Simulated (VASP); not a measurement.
A run of VASP 6.6.1 is set up as follows.

The input INCAR:

```
SYSTEM = LiNbO3
  ALGO = Normal
  EDIFF = 1E-7
  ENCUT = 520
  GGA = PE
  ISIF = 2
  ISMEAR = 0
  LASPH = .True.
  LCHARG = .False.
  LREAL = .False.
  LWAVE = .False.
  NBANDS = 45
  NELM = 60
  PREC = Accurate
  SIGMA = 0.05
```

File KPOINTS:

```
k-points
0
Gamma
  6 6 6
  0 0 0
```

File POSCAR:

```
LiNbO3
1.0
    2.7391116143      1.5814268279      4.1800669308
   -2.7391116143      1.5814268279      4.1800669308
    0.0000000000     -3.1628536556      4.1800669309
Li Nb O
2 2 6
Direct
    0.2500000000      0.2500000000      0.2500000000
    0.7500000000      0.7500000000      0.7500000000
    0.0000000000      0.0000000000      0.0000000000
    0.5000000000      0.5000000000      0.5000000000
    0.1303353734      0.3696646266      0.7500000000
    0.7500000000      0.1303353734      0.3696646266
    0.3696646266      0.7500000000      0.1303353734
    0.8696646266      0.6303353734      0.2500000000
    0.2500000000      0.8696646266      0.6303353734
    0.6303353734      0.2500000000      0.8696646266
```

Potentials or basis: VASP PAW PBE potentials, release 64 (Li_sv, Nb_sv, O).

Launch:

```console
$ cat potpaw_PBE.64/Li_sv/POTCAR potpaw_PBE.64/Nb_sv/POTCAR potpaw_PBE.64/O/POTCAR > POTCAR
$ mpirun -np 1 vasp_std > vasp.out
```

Q: Estimate the band gap on the k mesh.

A: 1.95 eV.

Q: Predict the largest force.

A: 0.312 eV/Å.

Forces on the atoms (eV/Å):
```
Li   0.000  0.000  0.000
Li   0.000  0.000  0.000
Nb   0.000  0.000  0.000
Nb   0.000  0.000  0.000
O    0.312  0.000  0.000
O   -0.156  0.270  0.000
O   -0.156 -0.270  0.000
O   -0.312  0.000  0.000
O    0.156 -0.270  0.000
O    0.156  0.270  0.000
```

 A k mesh can miss the band edges.
